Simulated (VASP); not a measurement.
Input of a VASP 6.6.1 run:

INCAR

```
PREC = Accurate
ENCUT = 520
EDIFF = 1E-6
ISMEAR = 0
SIGMA = 0.15
LREAL = F
LASPH = T
NELM = 60
ALGO = Normal
ISIF = 2
LWAVE = F
LCHARG = F
GGA = PS
NBANDS = 8
```

Contents of KPOINTS:

```
Automatic mesh
0
Gamma
  20 20 20
```

POSCAR

```
Al
1.0
    0.0000000000      2.1049392000      2.1049392000
    2.1049392000      0.0000000000      2.1049392000
    2.1049392000      2.1049392000      0.0000000000
Al
1
Direct
    0.0000000000      0.0000000000      0.0000000000
```

Potentials or basis: VASP PAW PBE potentials, release 64 (Al).

Command:

```bash
$ cat potpaw_PBE.64/Al/POTCAR > POTCAR
$ mpirun -np 1 vasp_std > vasp.out
```

Question: What does it give for the pressure?

Answer: -8.3 GPa.

Caveat: the cell differs from its parent crystal (strain +0.040 along x and y, +0.040 along z); the PAW data sets were made with another functional, which shifts forces and pressure a little.
